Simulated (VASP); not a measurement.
# La2O3 (P-3m1) in VASP: further runs

La2O3 is run at these levels: PBEsol+D3(BJ), PBEsol+D4, PBEsol; tasks: single point.

Everything below comes from runs of VASP 6.6.1. Logs are shortened: lines on timing, memory, paths and dates and some standing lists are left out, and cuts for length are marked.

## (1) The cell of the first run

The structure is trigonal, space group P-3m1 (No. 164). Conventional cell: a = 3.890 Å, b = 3.890 Å, c = 5.939 Å, α = 90.00°, β = 90.00°, γ = 120.00°. La (site symmetry 3m) has 7 O at 2.34 to 2.67 Å within 3.1 Å. Within 3.5 Å of O (site symmetry -3m) lie 6 La at 2.67 Å and 6 O at 3.07 Å. Within 3.1 Å of O (site symmetry 3m) lie 4 La at 2.34 to 2.40 Å and 6 O at 2.85 to 3.07 Å.

## (2) Single point, PBEsol+D3(BJ)

Contents of INCAR:

```
SYSTEM = La2O3
PREC = Accurate ; ENCUT = 520
EDIFF = 1E-6 ; ISMEAR = -1
SIGMA = 0.05 ; LREAL = .False.
LASPH = .True. ; NELM = 60
ALGO = Normal ; ISIF = 2
LWAVE = .False. ; LCHARG = .False.
GGA = PS ; IVDW = 12
NBANDS = 28
```

Contents of KPOINTS:

```
regular mesh
0
Gamma
  8 8 5
  0 0 0
```

Contents of POSCAR:

```
La2O3
1.0
    3.8898101563      0.0000000000      0.0000000000
   -1.9449050781      3.3686744112      0.0000000000
    0.0000000000      0.0000000000      5.9393253537
La O
2 3
Direct
    0.3333333333      0.6666666667      0.2432182892
    0.6666666667      0.3333333333      0.7567817108
    0.0000000000      0.0000000000      0.0000000000
    0.3333333333      0.6666666667      0.6473674598
    0.6666666667      0.3333333333      0.3526325402
```

Potentials or basis: VASP PAW PBE potentials, release 64 (La, O).

Run with:

```
> cat potpaw_PBE.64/La/POTCAR potpaw_PBE.64/O/POTCAR > POTCAR
> mpirun -np 1 vasp_std > vasp.out
```

OUTCAR:

```text
SYSTEM = La2O3
   PREC = Accurate
   ENCUT = 520
   EDIFF = 1E-6
   ISMEAR = -1
   LREAL = .False.
   LASPH = .True.
   NELM = 60
   ISIF = 2
   GGA = PS
   IVDW = 12
 IVDW          = 12

 ion  position               nearest neighbor table
   1  0.333  0.667  0.243-   5 2.34   5 2.34   5 2.34   4 2.40   3 2.67   3 2.67   3 2.67   2 3.66
                             2 3.66   2 3.66
   2  0.667  0.333  0.757-   4 2.34   4 2.34   4 2.34   5 2.40   3 2.67   3 2.67   3 2.67   1 3.66
                             1 3.66   1 3.66
   3  0.000  0.000  0.000-   1 2.67   2 2.67   1 2.67   2 2.67   2 2.67   1 2.67
   4  0.333  0.667  0.647-   2 2.34   2 2.34   2 2.34   1 2.40
   5  0.667  0.333  0.353-   1 2.34   1 2.34   1 2.34   2 2.40

  LATTYP: Found a hexagonal cell.
 ALAT       =     3.8898101563
 C/A-ratio  =     1.5268933740

  Lattice vectors:

 A1 = (   3.8898101563,   0.0000000000,   0.0000000000)
 A2 = (  -1.9449050781,   3.3686744112,   0.0000000000)
 A3 = (   0.0000000000,   0.0000000000,   5.9393253537)

Analysis of symmetry for initial positions (statically):
=====================================================================
 Subroutine PRICEL returns:
 Original cell was already a primitive cell.

 Routine SETGRP: Setting up the symmetry group for a
 hexagonal supercell.

 Subroutine GETGRP returns: Found 12 space group operations
 (whereof 12 operations were pure point group operations)
 out of a pool of 24 trial point group operations.

The static configuration has the point symmetry D_3d.

Analysis of symmetry for dynamics (positions and initial velocities):
=====================================================================
 Subroutine PRICEL returns:
 Original cell was already a primitive cell.

 Routine SETGRP: Setting up the symmetry group for a
 hexagonal supercell.

 Subroutine GETGRP returns: Found 12 space group operations
 (whereof 12 operations were pure point group operations)
 out of a pool of 24 trial point group operations.

The dynamic configuration has the point symmetry D_3d.

 Subroutine INISYM returns: Found 12 space group operations
 (whereof 12 operations are pure point group operations),
 and found     1 'primitive' translations

[... 98 lines left out ...]
   ENCUT  =  520.0 eV  38.22 Ry    6.18 a.u.   7.23  7.23 11.04*2*pi/ulx,y,z
   NELM   =     60;   NELMIN=  2; NELMDL= -5     # of ELM steps
   EDIFF  = 0.1E-05   stopping-criterion for ELM
   LREAL  =      F    real-space projection
   EDIFFG = 0.1E-04   stopping-criterion for IOM
   NSW    =      0    number of steps for IOM
   IBRION =     -1    ionic relax: 0-MD 1-quasi-New 2-CG
   NFREE  =      0    steps in history (QN), initial steepest desc. (CG)
   ISIF   =      2    stress and relaxation
   ISYM   =      2    0-nonsym 1-usesym 2-fastsym
   POTIM  = 0.5000    time-step for ionic-motion
   TEBEG  =    0.0;   TEEND  =   0.0 temperature during run
   PSTRESS=    0.0 pullay stress
   NELECT =      40.0000    total number of electrons
   NUPDOWN=      -1.0000    fix difference up-down
   EMIN   =  10.00;   EMAX   =-10.00  energy-range for DOS
   EFERMI =   0.00;   METHOD = LEGACY
   ISMEAR =    -1;   SIGMA  =   0.05  broadening in eV -4-tet -1-fermi 0-gaus
   EFERMI_NEDOS =   21; number of points for ismear=-14 and -15
   IALGO  =     38    algorithm
   IMIX   =      4    mixing-type and parameters
     AMIX     =   0.40;   BMIX     =  1.00
     AMIX_MAG =   1.60;   BMIX_MAG =  1.00
  volume/ion in A,a.u.               =      15.57       105.04
  Fermi-wavevector in a.u.,A,eV,Ry     =   1.311354  2.478100 23.397253  1.719650
  Thomas-Fermi vector in A             =   2.441821
   LORBIT       =      0    0 simple, 1 ext, 2 COOP (PROOUT), +10 PAW based schemes
   GGA     = PS    functional components
   LHFCALC =     F    Hartree Fock is set to
   AEXX    =    0.0000 exact exchange contribution
   IVDW    =    12    specifies the selected vdW correction
   LEPSILON=     F    determine dielectric tensor
   LRPA    =     F    only Hartree local field effects (RPA)
 non-spin polarized calculation
  energy-cutoff  :      520.00
  volume of cell :       77.83
 maximum number of plane-waves:      2122
 NGX is ok and might be reduce to    30
   NGX = 15   NGY = 15   NGZ = 23

 number of electron      39.9999988 magnetization

 Free energy of the ion-electron system (eV)
  ---------------------------------------------------
  ext. energy  EPLUGINS =         0.00000000
  ---------------------------------------------------
  free energy    TOTEN  =       -43.69093864 eV

  energy without entropy =      -43.69093864  energy(sigma->0) =      -43.69093864

 E-fermi :   7.4114     XC(G=0): -10.9747

 val. band max:        6.3153590123   @ k =   0.2500   0.2500   0.4000
 cond. band min:      10.1646028317   @ k =   0.3750   0.2500   0.0000
 fundamental gap:      3.8492438194
 Fermi energy:         7.4114337280

 k-point     1 :       0.0000    0.0000    0.0000
  band No.  band energies     occupation
      1     -23.3171      2.00000
      2     -22.9885      2.00000
      3     -10.7362      2.00000
      4      -9.3709      2.00000
      5      -8.9491      2.00000
      6      -6.7807      2.00000
[... 733 lines left out ...]
     27      12.0305      0.00000
     28      12.1028      0.00000

 [... further k-points ...]

------------------------ aborting loop because EDIFF is reached ----------------------------------------

 Edisp (eV)   -1.45210

 E8    (eV) :    -1.0487

  FORCE on cell =-STRESS in cart. coord.  units (eV):
  Direction    XX          YY          ZZ          XY          YZ          ZX
  --------------------------------------------------------------------------------------
  -------------------------------------------------------------------------------------
  Total      -0.11658    -0.11658    -0.10250    -0.00000     0.00000     0.00000
  in kB      -2.39990    -2.39990    -2.11010    -0.00000     0.00000     0.00000
  external pressure =       -2.30 kB  Pullay stress =        0.00 kB

 VOLUME and BASIS-vectors are now :
 -----------------------------------------------------------------------------
  energy-cutoff  :      520.00
  volume of cell :       77.83
      direct lattice vectors                 reciprocal lattice vectors
     3.889810156  0.000000000  0.000000000     0.257081955  0.148426336  0.000000000
    -1.944905078  3.368674411  0.000000000     0.000000000  0.296852672  0.000000000
     0.000000000  0.000000000  5.939325354     0.000000000  0.000000000  0.168369291

 POSITION                                       TOTAL-FORCE (eV/Angst)
 -----------------------------------------------------------------------------------
     -0.00000      2.24578      1.44455        -0.000000     -0.000000      0.017568
      1.94491      1.12289      4.49477         0.000000      0.000000     -0.017568
      0.00000      0.00000      0.00000         0.000000      0.000000      0.000000
     -0.00000      2.24578      3.84493         0.000000      0.000000      0.005006
      1.94491      1.12289      2.09440         0.000000     -0.000000     -0.005006
 -----------------------------------------------------------------------------------
    total drift:                               -0.000000      0.000000     -0.000000

  FREE ENERGIE OF THE ION-ELECTRON SYSTEM (eV)
  ---------------------------------------------------
  free  energy   TOTEN  =       -45.1430395675 eV

  energy  without entropy=      -45.1430395675  energy(sigma->0) =      -45.14303957
```

OSZICAR:

```text
N       E                     dE             d eps       ncg     rms          rms(c)
DAV:   1     0.473767715961E+03    0.47377E+03   -0.15434E+04  2304   0.221E+03
DAV:   2     0.869210497052E+02   -0.38685E+03   -0.36569E+03  2928   0.359E+02
DAV:   3    -0.334879089839E+02   -0.12041E+03   -0.11615E+03  3624   0.197E+02
DAV:   4    -0.476808463552E+02   -0.14193E+02   -0.14152E+02  3784   0.749E+01
DAV:   5    -0.486777043855E+02   -0.99686E+00   -0.99597E+00  3888   0.214E+01    0.140E+01
DAV:   6    -0.438073587603E+02    0.48703E+01   -0.41815E+01  3688   0.362E+01    0.742E+00
DAV:   7    -0.437437959827E+02    0.63563E-01   -0.43923E+00  4376   0.188E+01    0.354E+00
DAV:   8    -0.437041335934E+02    0.39662E-01   -0.58936E-01  4016   0.608E+00    0.116E+00
DAV:   9    -0.436888451420E+02    0.15288E-01   -0.10351E-01  3976   0.223E+00    0.330E-01
DAV:  10    -0.436902252491E+02   -0.13801E-02   -0.20168E-02  3976   0.984E-01    0.142E-01
DAV:  11    -0.436910321631E+02   -0.80691E-03   -0.52696E-03  4296   0.527E-01    0.115E-01
DAV:  12    -0.436909000505E+02    0.13211E-03   -0.18693E-03  3536   0.250E-01    0.394E-02
DAV:  13    -0.436909440548E+02   -0.44004E-04   -0.71854E-04  4000   0.176E-01    0.248E-02
DAV:  14    -0.436909378206E+02    0.62342E-05   -0.98297E-05  4056   0.821E-02    0.475E-03
DAV:  15    -0.436909386360E+02   -0.81542E-06   -0.73335E-06  3576   0.188E-02
   1 F= -.45143040E+02 E0= -.45143040E+02  d E =-.879336E-10
```

stdout:

```text
POSCAR found type information on POSCAR LaO
 POSCAR found :  2 types and       5 ions
 scaLAPACK will be used
 -----------------------------------------------------------------------------
|                                                                             |
|                                                                             |
|     You enforced a specific xc type in the INCAR file but a different       |
|     I HOPE YOU KNOW WHAT YOU ARE DOING!                                     |
|                                                                             |
 -----------------------------------------------------------------------------

 LDA part: xc-table for (Slater+PW92), standard interpolation
 POSCAR, INCAR and KPOINTS ok, starting setup
 FFT: planning ... GRIDC
 FFT: planning ... GRID_SOFT
 FFT: planning ... GRID
 WAVECAR not read
 entering main loop
```

Run time: 90 s. Hardware: 1 thread of Intel Xeon 6975P-C (Granite Rapids), shared host; peak memory 0.26 GiB.

What came out:

```yaml
Free_energy: -45.1430 eV
Pressure: -0.2 GPa
Largest_force: 0.018 eV/Å
Band_gap_on_the_k_mesh: 3.85 eV, indirect (least direct gap 3.97 eV)
Dispersion_energy_per_atom: -0.290 eV
```

Forces on the atoms (eV/Å):
```
La   0.000  0.000  0.018
La   0.000  0.000 -0.018
O    0.000  0.000  0.000
O    0.000  0.000  0.005
O    0.000  0.000 -0.005
```

Caveat: the PAW data sets were made with another functional, which shifts forces and pressure a little; spin-orbit coupling is left out, which moves the levels of the heavy elements. A k mesh can miss the band edges.

## (3) Single point, PBEsol+D3(BJ)

This run uses another cell than the first one, of 15.61 Å³/atom, 1.003 times its volume.

Contents of INCAR:

```
SYSTEM = La2O3
ALGO = Normal
EDIFF = 1E-7
ENCUT = 520
GGA = PS
ISIF = 2
ISMEAR = -1
IVDW = 12
LASPH = .True.
LCHARG = .False.
LREAL = .False.
LWAVE = .False.
NBANDS = 28
NELM = 60
PREC = Accurate
SIGMA = 0.05
```

Contents of KPOINTS:

```
k-points
0
Gamma
  8 8 5
  0 0 0
```

Contents of POSCAR:

```
La2O3
1.0
    3.8915982058      0.0000000000      0.0000000000
   -1.9457991029      3.3702229075      0.0000000000
    0.0000000000      0.0000000000      5.9523900148
La O
2 3
Direct
    0.3333333333      0.6666666667      0.2435446652
    0.6666666667      0.3333333333      0.7564553348
    0.0000000000      0.0000000000      0.0000000000
    0.3333333333      0.6666666667      0.6471994470
    0.6666666667      0.3333333333      0.3528005530
```

Potentials or basis: VASP PAW PBE potentials, release 64 (La, O).

Run with:

```
> cat potpaw_PBE.64/La/POTCAR potpaw_PBE.64/O/POTCAR > POTCAR
> mpirun -np 1 vasp_std > vasp.out
```

Run time: 96 s. Hardware: 1 thread of Intel Xeon 6975P-C (Granite Rapids), shared host; peak memory 0.26 GiB.

Results (log left out):

| Item | Value |
| --- | --- |
| Free energy | -45.1427 eV |
| Pressure | -0.6 GPa |
| Largest force | 0.009 eV/Å |
| Band gap on the k mesh | 3.85 eV, indirect (least direct gap 3.97 eV) |
| Dispersion energy per atom | -0.289 eV |

Forces in eV/Å, atoms in the order of the input:
```
La   0.000  0.000  0.009
La   0.000  0.000 -0.009
O    0.000  0.000  0.000
O    0.000  0.000  0.002
O    0.000  0.000 -0.002
```

Levels at points of the mesh, in eV from the valence-band top:
```csv
k point,band 16,band 17,band 18,band 19,band 20,band 21,band 22,band 23,band 24,band 25
"(0.00, 0.00, 0.00)",-2.11,-1.80,-0.45,-0.45,-0.16,4.40,4.55,4.55,5.42,5.66
"(0.50, 0.00, 0.00)",-0.75,-0.75,-0.66,-0.41,-0.30,3.86,4.86,5.39,5.46,5.54
```

Caveat: three body term missing; the PAW data sets were made with another functional, which shifts forces and pressure a little; spin-orbit coupling is left out, which moves the levels of the heavy elements.

## (4) Single point, PBEsol+D4

This run uses another cell than the first one, of 15.74 Å³/atom, 1.011 times its volume.

Contents of INCAR:

```
ALGO = Normal
EDIFF = 1E-7
ENCUT = 520
GGA = PS
ISIF = 2
ISMEAR = -1
IVDW = 13
LASPH = True
LCHARG = False
LREAL = False
LWAVE = False
NBANDS = 28
NELM = 60
PREC = Accurate
SIGMA = 0.05
```

Contents of KPOINTS:

```
k-points
0
Gamma
  8 8 5
```

Contents of POSCAR:

```
La2O3
1.0
    3.8953852951      0.0000000000      0.0000000000
   -1.9476926475      3.3735026231      0.0000000000
    0.0000000000      0.0000000000      5.9872026821
La O
2 3
Direct
    0.3333333333      0.6666666667      0.2444400903
    0.6666666667      0.3333333333      0.7555599097
    0.0000000000      0.0000000000      0.0000000000
    0.3333333333      0.6666666667      0.6467424573
    0.6666666667      0.3333333333      0.3532575427
```

Run with:

```
> cat potpaw_PBE.64/La/POTCAR potpaw_PBE.64/O/POTCAR > POTCAR
> mpirun -np 1 vasp_std > vasp.out
```

It took 1.7 min on 1 thread of Intel Xeon 6975P-C (Granite Rapids), shared host; peak memory 0.25 GiB.

Results (log left out):

| Property | Result |
| --- | --- |
| Free energy | -44.4963 eV |
| Pressure | -0.2 GPa |
| Largest force | 0.007 eV/Å |
| Band gap on the k mesh | 3.85 eV, indirect (least direct gap 3.97 eV) |
| Dispersion energy per atom | -0.159 eV |

Forces in eV/Å, atoms in the order of the input:
```
La   0.000  0.000  0.007
La   0.000  0.000 -0.007
O    0.000  0.000  0.000
O    0.000  0.000  0.001
O    0.000  0.000 -0.001
```

Levels at points of the mesh, in eV from the valence-band top:
```csv
k point,band 17,band 18,band 19,band 20,band 21,band 22,band 23,band 24
"(0.00, 0.00, 0.00)",-1.77,-0.43,-0.43,-0.15,4.37,4.58,4.58,5.36
"(0.50, 0.00, 0.00)",-0.75,-0.66,-0.40,-0.30,3.85,4.85,5.38,5.43
```

Caveat: the PAW data sets were made with another functional, which shifts forces and pressure a little; spin-orbit coupling is left out, which moves the levels of the heavy elements. As with any semilocal functional, this PBEsol gap is likely too small.

## (5) Single point, PBEsol

This run uses another cell than the first one, of 15.96 Å³/atom, 1.026 times its volume.

Contents of INCAR:

```
PREC     = Accurate       # precision mode
ENCUT    = 520            # plane-wave cutoff, eV
EDIFF    = 1E-6           # SCF threshold, eV
ISMEAR   = -1             # smearing method
SIGMA    = 0.05           # smearing width, eV
LREAL    = False          # projectors in reciprocal space
LASPH    = True           # aspherical terms in the spheres
NELM     = 80             # most SCF steps
ALGO     = Normal         # electronic algorithm
ISIF     = 2              # what is computed and relaxed
LWAVE    = False          # write WAVECAR
LCHARG   = True           # write CHGCAR
GGA      = PS             # functional
LELF     = True           # ELF
LVHAR    = True         
NBANDS   = 28             # bands
```

Contents of KPOINTS:

```
regular mesh
0
Gamma
  8 8 5
```

Contents of POSCAR:

```
La2O3
1.0
    3.9058643708      0.0000000000      0.0000000000
   -1.9529321854      3.3825777689      0.0000000000
    0.0000000000      0.0000000000      6.0413196975
La O
2 3
Direct
    0.3333333333      0.6666666667      0.2453969459
    0.6666666667      0.3333333333      0.7546030541
    0.0000000000      0.0000000000      0.0000000000
    0.3333333333      0.6666666667      0.6459721093
    0.6666666667      0.3333333333      0.3540278907
```

Run with:

```
> cat potpaw_PBE.64/La/POTCAR potpaw_PBE.64/O/POTCAR > POTCAR
> mpirun -np 1 vasp_std > vasp.out
```

Run time: 79 s. Hardware: 1 thread of Intel Xeon 6975P-C (Granite Rapids), shared host; peak memory 0.25 GiB.

The run converged. Its results:

- Free energy: -43.7095 eV
- Pressure: -0.2 GPa
- Largest force: 0.007 eV/Å
- Band gap on the k mesh: 3.84 eV, indirect (least direct gap 3.97 eV)

Forces in eV/Å, atoms in the order of the input:
```
La   0.000  0.000  0.007
La   0.000  0.000 -0.007
O    0.000  0.000  0.000
O    0.000  0.000  0.003
O    0.000  0.000 -0.003
```

Levels at points of the mesh, in eV from the valence-band top:
```
           k point  band 17  band 18  band 19  band 20  band 21  band 22  band 23  band 24
(0.00, 0.00, 0.00)    -1.73    -0.41    -0.41    -0.13     4.33     4.60     4.60     5.27
(0.50, 0.00, 0.00)    -0.73    -0.64    -0.40    -0.29     3.84     4.82     5.34     5.38
```

Caveat: the PAW data sets were made with another functional, which shifts forces and pressure a little; spin-orbit coupling is left out, which moves the levels of the heavy elements.

## (6) Overview

```csv
level,cell,gap on the mesh (eV),pressure (GPa),largest force (eV/Å)
PBEsol+D3(BJ),"a = 3.890, b = 3.890, c = 5.939 Å, angles 90.0, 90.0, 120.0°, 5 atoms",3.85,-0.2,0.02
PBEsol+D3(BJ),"a = 3.892, b = 3.892, c = 5.952 Å, angles 90.0, 90.0, 120.0°, 5 atoms",3.85,-0.6,0.01
PBEsol+D4,"a = 3.895, b = 3.895, c = 5.987 Å, angles 90.0, 90.0, 120.0°, 5 atoms",3.85,-0.2,0.01
PBEsol,"a = 3.906, b = 3.906, c = 6.041 Å, angles 90.0, 90.0, 120.0°, 5 atoms",3.84,-0.2,0.01
```

Alike in all rows: task single point; potentials or basis VASP PAW PBE potentials, release 64 (La, O); no spin polarisation; k mesh 8 × 8 × 5; cutoff (eV) 520; smearing fermi-dirac 0.05 eV.

Caveats: the PAW data sets were made with another functional, which shifts forces and pressure a little; spin-orbit coupling is left out, which moves the levels of the heavy elements; three body term missing (some runs).

Total energies depend on the potentials used, so only differences within one code and one set of settings carry meaning.
